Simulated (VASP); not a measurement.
NbH2, 3 atoms in the cell. It takes space group Fm-3m (No. 225, cubic). The conventional cell has a = 4.532 Å, b = 4.532 Å, c = 4.532 Å, α = 90.00°, β = 90.00°, γ = 90.00°. Nb (site symmetry m-3m) has 8 H at 1.96 Å within 2.6 Å. H (site symmetry -43m) has 4 Nb at 1.96 Å and 6 H at 2.27 Å within 2.6 Å.  This cell differs from its parent crystal: volume scaled by 0.98.

* Program: VASP 6.6.1
* Task: single point
* Functional: LDA
* Potentials or basis: VASP PAW LDA potentials, release 64 (Nb_sv, H)
* Cutoff: 520 eV
* k mesh: 15 × 15 × 15
* Occupations: fermi-dirac, width 0.03 eV
* Spin: no spin polarisation
* Dipole correction: no
* Further INCAR settings: ALGO = Normal; EDIFF = 1e-07; NBANDS = 14

Potentials or basis: VASP PAW LDA potentials, release 64 (Nb_sv, H).

Command:

```sh
$ cat potpaw_LDA.64/Nb_sv/POTCAR potpaw_LDA.64/H/POTCAR > POTCAR
$ mpirun -np 1 vasp_std > vasp.out
```

Hardware: 1 thread of Intel(R) Xeon(R) Platinum 8488C (Sapphire Rapids) (shared host).

**Question.** Estimate the wall time of this run.

**Answer.** Wall time 16 s on 1 thread of Intel(R) Xeon(R) Platinum 8488C (Sapphire Rapids), on a shared host, peak memory 0.15 GiB. Counts: scf iterations 13, k points 120.
